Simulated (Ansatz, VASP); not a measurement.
Given: the input of a run of Ansatz 0.2.0 on Se.

Contents of input.yaml:

```yaml
crystal:
  lattice:
    - [4.3662, 0.0, 0.0]
    - [-2.1831, 3.781240118, 0.0]
    - [0.0, 0.0, 4.904064]
  atoms:
    - { symbol: Se, position: [0.7746, 0.7746, 0.0] }
    - { symbol: Se, position: [0.0, 0.2254, 0.6666666667] }
    - { symbol: Se, position: [0.2254, 0.0, 0.3333333333] }
hamiltonian:
  xc: pbesol
  pseudopotentials: { kind: paw }
kpoints:
  mp_grid: { grid: [6, 6, 5] }
scf:
  occupations: { method: fermi_dirac, width: 0.05 }
output:
  forces: true
  stress: true
  eigenvalues: true
```

Potentials or basis: Ansatz PAW.

Command:

```bash
$ ansatz run input.yaml --threads 2 --pin off --max-ram 5632MiB --backend cpu --events-out ev --progress --plain --runs-dir out
```

Translate it to VASP 6.6.1. Potentials there: VASP PAW PBE potentials, release 64 (Se).

As run (the cutoff follows the program's own potentials):

Contents of INCAR:

```
SYSTEM = Se
PREC     = Accurate       ! precision mode
ENCUT    = 520            ! plane-wave cutoff, eV
EDIFF    = 1E-6           ! SCF threshold, eV
ISMEAR   = -1             ! smearing method
SIGMA    = 0.05           ! smearing width, eV
LREAL    = .FALSE.        ! projectors in reciprocal space
LASPH    = .TRUE.         ! aspherical terms in the spheres
NELM     = 60             ! most SCF steps
ALGO     = Normal         ! electronic algorithm
ISIF     = 2              ! what is computed and relaxed
LWAVE    = .FALSE.        ! write WAVECAR
LCHARG   = .FALSE.        ! write CHGCAR
GGA      = PS             ! functional
NBANDS   = 16             ! bands
```

KPOINTS

```
Automatic mesh
0
G
  6 6 5
  0 0 0
```

File POSCAR:

```
Se
1.0
    4.3662000000      0.0000000000      0.0000000000
   -2.1831000000      3.7812401180      0.0000000000
    0.0000000000      0.0000000000      4.9040640000
Se
3
Direct
    0.7746000000      0.7746000000      0.0000000000
    0.0000000000      0.2254000000      0.6666666667
    0.2254000000      0.0000000000      0.3333333333
```

Potentials or basis: VASP PAW PBE potentials, release 64 (Se).

Launch:

```console
$ cat potpaw_PBE.64/Se/POTCAR > POTCAR
$ mpirun -np 1 vasp_std > vasp.out
```

Both were run:

|  | VASP | Ansatz | Ansatz less VASP |
| --- | --- | --- | --- |
| gap on the k mesh at the Fermi level (eV) | 1.21 | 1.21 | +0.002 |
| least direct gap on the mesh (eV) | 1.55 | 1.56 | +0.008 |
| pressure (GPa) | 1.2 | 1.0 | -0.21 |
| traceless stress, the component that is largest in VASP (GPa) | 1.52 | 1.44 | -0.077 |
| rms of the force components (eV/Å) | 0.263 | 0.235 | -0.0285 |

VASP's potentials were made for PBE, not for PBEsol. Atom by atom the forces differ by 0.028 eV/Å (rms over components). VASP's potentials hold 18 valence electrons a cell and Ansatz's 48, so a difference there can come from the potentials and not from the codes.

Noted on Ansatz's run: odd divisions of the mesh miss points on the zone boundary, where band edges often lie, so the gap on the mesh can be too wide.
